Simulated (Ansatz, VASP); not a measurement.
# Two plane-wave programs on CdSe

The input POSCAR:

```
CdSe
1.0
    4.3000000000      0.0000000000      0.0000000000
   -2.1500000000      3.7239090000      0.0000000000
    0.0000000000      0.0000000000      7.0200000000
Cd Se
2 2
Direct
    0.3333333333      0.6666666667      0.0000000000
    0.6666666667      0.3333333333      0.5000000000
    0.3333333333      0.6666666667      0.3850000000
    0.6666666667      0.3333333333      0.8850000000
```

Contents of INCAR.step1:

```
PREC = Accurate ; ENCUT = 520
ISMEAR = 0 ; SIGMA = 0.01
LREAL = False ; LASPH = True
NELM = 60 ; NBANDS = 26
GGA = PE ; ALGO = Normal
EDIFF = 1E-4 ; LWAVE = True
LCHARG = False
```

File INCAR.step2:

```
PREC = Accurate ; ENCUT = 520
EDIFF = 1E-7 ; ISMEAR = 0
SIGMA = 0.01 ; LREAL = False
LASPH = True ; NELM = 60
ALGO = Normal ; ISIF = 2
LWAVE = False ; LCHARG = False
METAGGA = R2SCAN ; LMIXTAU = True
NBANDS = 26 ; ISTART = 1
```

The input KPOINTS:

```
Automatic mesh
0
Gamma
  6 6 4
```

Input for Ansatz:

```yaml
crystal:
  lattice:
    - [4.3, 0.0, 0.0]
    - [-2.15, 3.723909, 0.0]
    - [0.0, 0.0, 7.02]
  atoms:
    - { symbol: Cd, position: [0.3333333333333333, 0.6666666666666666, 0.0] }
    - { symbol: Cd, position: [0.6666666666666666, 0.3333333333333333, 0.5] }
    - { symbol: Se, position: [0.3333333333333333, 0.6666666666666666, 0.385] }
    - { symbol: Se, position: [0.6666666666666666, 0.3333333333333333, 0.885] }
basis:
  ecutwfc: 500.0
kpoints:
  mp_grid:
    grid: [6, 6, 4]
hamiltonian:
  xc: r2scan
scf:
  occupations:
    method: fixed
output:
  stress: true
```

Alike in both runs: task single point; functional r2SCAN; k mesh 6 × 6 × 4; no spin polarisation.

|  | VASP | Ansatz |
| --- | --- | --- |
| version | VASP 6.6.1 | Ansatz 0.2.0 |
| potentials or method | VASP PAW PBE potentials, release 64 (Cd, Se), cutoff 520 eV | plane waves, PAW |
| occupations | gaussian, width 0.01 eV | fixed |
| valence electrons in the cell | 36 | 72 |

Ansatz gave:

| Item | Value |
| --- | --- |
| pressure (GPa) | 1.6 |
| traceless stress, the component that is largest in VASP (GPa) | -1.38 |

Q: What did VASP give for the same quantities?

A: Pressure (GPa): 1.8; traceless stress, the component that is largest in VASP (GPa): -1.42.

VASP's potentials were made for PBE, not for r2SCAN. VASP's potentials hold 36 valence electrons a cell and Ansatz's 72, so a difference there can come from the potentials and not from the codes.
